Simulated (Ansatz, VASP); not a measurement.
CsI in VASP and in Ansatz

INCAR

```
ALGO = Normal
EDIFF = 1E-6
ENCUT = 500
GGA = CA
GGA_COMPAT = False
ISIF = 2
ISMEAR = 0
LASPH = True
LCHARG = False
LREAL = False
LWAVE = False
NBANDS = 15
NELM = 120
PREC = Accurate
SIGMA = 0.05
```

Contents of KPOINTS:

```
k-points
0
Gamma
  8 8 8
```

Contents of POSCAR:

```
CsI
1.0
    4.6654671083      0.0000000000      0.0000000000
    0.0000000000      4.6654671083      0.0000000000
    0.0000000000      0.0000000000      4.6654671083
Cs I
1 1
Direct
    0.0000000000      0.0000000000      0.0000000000
    0.5000000000      0.5000000000      0.5000000000
```

Input for Ansatz:

```yaml
crystal:
  lattice:
    - [4.6654671083, 0.0, 0.0]
    - [0.0, 4.6654671083, 0.0]
    - [0.0, 0.0, 4.6654671083]
  atoms:
    - { symbol: Cs, position: [0.0, 0.0, 0.0] }
    - { symbol: I, position: [0.5, 0.5, 0.5] }
basis:
  ecutwfc: 420
  ecutrho_ratio: 4
kpoints:
  mp_grid: { grid: [8, 8, 8] }
hamiltonian:
  xc: lda
scf:
  occupations: { method: gaussian, width: 0.05 }
output:
  forces: true
  stress: true
  eigenvalues: true
  populations: true
```

Alike in both runs: task single point; functional LDA; k mesh 8 × 8 × 8; occupations gaussian, width 0.05 eV; no spin polarisation.

```csv
,VASP,Ansatz
version,VASP 6.6.1,Ansatz 0.2.0
potentials or method,"VASP PAW LDA potentials, release 64 (Cs_sv, I), cutoff 500 eV","scalar-relativistic, plane waves, PAW"
valence electrons in the cell,16,26
```

```tsv
	VASP	Ansatz	Ansatz less VASP
gap on the k mesh at the Fermi level (eV)	3.34	3.33	-0.008
least direct gap on the mesh (eV)	3.44	3.43	-0.010
pressure (GPa)	-1.9	-1.9	-0.03
```

LDA's correlation is that of Perdew and Zunger in VASP and of Perdew and Wang (1992) in Ansatz. VASP's potentials hold 16 valence electrons a cell and Ansatz's 26, so a difference there can come from the potentials and not from the codes.

Neither program's run includes spin-orbit coupling.
